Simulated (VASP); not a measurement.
A run of VASP 6.6.1 is set up as follows.

Contents of POSCAR:

```
Al
1.0
    0.0000000000      1.9857560964      1.9857560964
    1.9857560964      0.0000000000      1.9857560964
    1.9857560964      1.9857560964      0.0000000000
Al
1
Direct
    0.0000000000      0.0000000000      0.0000000000
```

Contents of INCAR.step1:

```
ALGO = Normal
EDIFF = 1E-5
ENCUT = 520
GGA = PE
ISIF = 2
ISMEAR = -1
LASPH = T
LCHARG = F
LREAL = F
LWAVE = T
NBANDS = 8
NELM = 100
PREC = Accurate
SIGMA = 0.1
```

The input INCAR.step2:

```
ALGO = Normal
EDIFF = 1E-6
ENCUT = 520
GGA = PE
HFSCREEN = 0.2079
ISIF = 2
ISMEAR = -1
ISTART = 1
LASPH = T
LCHARG = F
LHFCALC = T
LREAL = F
LWAVE = F
NBANDS = 8
NELM = 100
PREC = Accurate
PRECFOCK = Normal
SIGMA = 0.1
```

The input KPOINTS:

```
k-points
0
Gamma
  6 6 6
```

Potentials or basis: VASP PAW PBE potentials, release 64 (Al).

Command:

```sh
$ cat potpaw_PBE.64/Al/POTCAR > POTCAR
$ cp INCAR.step1 INCAR
$ mpirun -np 1 vasp_std > vasp.out
$ cp INCAR.step2 INCAR
$ mpirun -np 1 vasp_std > vasp.out
```

Task: What does it give for the band gap on the k mesh?

Result: Zero (an odd number of electrons rules out a gap without spin polarisation).

Task: Predict the pressure.

Result: 4.1 GPa.

Caveat: the k points lie up to 0.46 Å⁻¹ apart, too coarse for converged energies and pressures of a metal; the PAW data sets were made with another functional, which shifts forces and pressure a little.
